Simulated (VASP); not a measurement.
**Zr3Nb6Ni11: single point with PBE**

Zr3Nb6Ni11:

```xyz
20
Lattice="6.8173 -0.1384 -0.2966 -0.1384 6.6844 -0.0322 -0.2966 -0.0322 6.7020" Properties=species:S:1:pos:R:3 pbc="T T T"
Ni    4.5692    6.0196    1.4243
Ni    2.6138    3.4684    4.5466
Ni    3.3741    1.3916    5.6255
Ni    5.3558    0.6470    3.3652
Ni    3.8381    3.5454    0.1457
Ni    5.5084    6.8249    5.7533
Ni    5.0502    3.8182    2.4374
Ni    4.4751    5.1373    4.2643
Ni    3.0136   -0.1292    3.5824
Ni    0.7096    3.0837    2.5722
Ni    2.5278    4.6895    2.0345
Nb    5.2535    2.7881    4.8308
Nb    5.6934    1.8383    0.8508
Nb    2.5357    5.7587    6.3981
Nb   -0.5336    4.7884    0.4708
Nb    1.3632    2.8449    0.0230
Nb    3.2923    2.0244    2.2533
Zr    0.4234    4.9823    4.3319
Zr    1.0186    0.2389    1.6719
Zr    0.9146    1.2785    4.5528
```

| Item | Value |
| --- | --- |
| Program | VASP 6.6.1 |
| Task | single point |
| Functional | PBE |
| Potentials or basis | VASP PAW PBE potentials, release 64 (Ni, Nb_sv, Zr_sv) |
| Cutoff | 400 eV |
| k mesh | 1 × 1 × 1, shifted |
| Occupations | fermi-dirac, width 0.05 eV |
| Spin | no spin polarisation |

* Pressure: -2.4 GPa
* Largest force: 1.178 eV/Å

Forces in eV/Å, atoms in the order of the input:
```
Ni  -0.007  0.321  0.079
Ni  -0.103  0.217 -0.518
Ni  -0.163 -0.276  0.115
Ni  -0.062 -0.117  0.056
Ni   0.808  0.030 -0.188
Ni   0.073 -0.186 -0.345
Ni   0.085  0.174 -0.629
Ni   0.261  0.092  0.988
Ni  -1.020  0.283  0.313
Ni   0.423 -0.141  0.085
Ni  -0.202 -0.254  0.100
Nb  -0.214  0.075 -0.551
Nb  -0.279 -0.215  0.884
Nb   0.542 -0.581 -0.760
Nb  -0.258  0.088  0.427
Nb  -0.114  0.582  0.344
Nb  -1.127  0.140  0.313
Zr   0.358  0.084 -0.438
Zr   0.425 -0.139  0.324
Zr   0.575 -0.179 -0.599
```

Stress tensor (GPa, compression positive):
```
-3.59 -0.23  0.99
-0.23  1.26  2.52
 0.99  2.52 -4.73
```

Levels at points of the mesh, in eV from the Fermi level:
```tsv
k point	band 110	band 111	band 112	band 113	band 114	band 115
(0.25, 0.25, 0.25)	-0.20	-0.17	-0.06	0.05	0.21	0.29
```

It took 2.1 min on 1 thread of AMD EPYC 9R45 (Zen 5), with other jobs on the host, peak memory 0.3 GiB.

Caveat: the atoms stand as in a frame of molecular dynamics. Spin polarisation is off, so any magnetic state and its effect on volume and gap are missing.
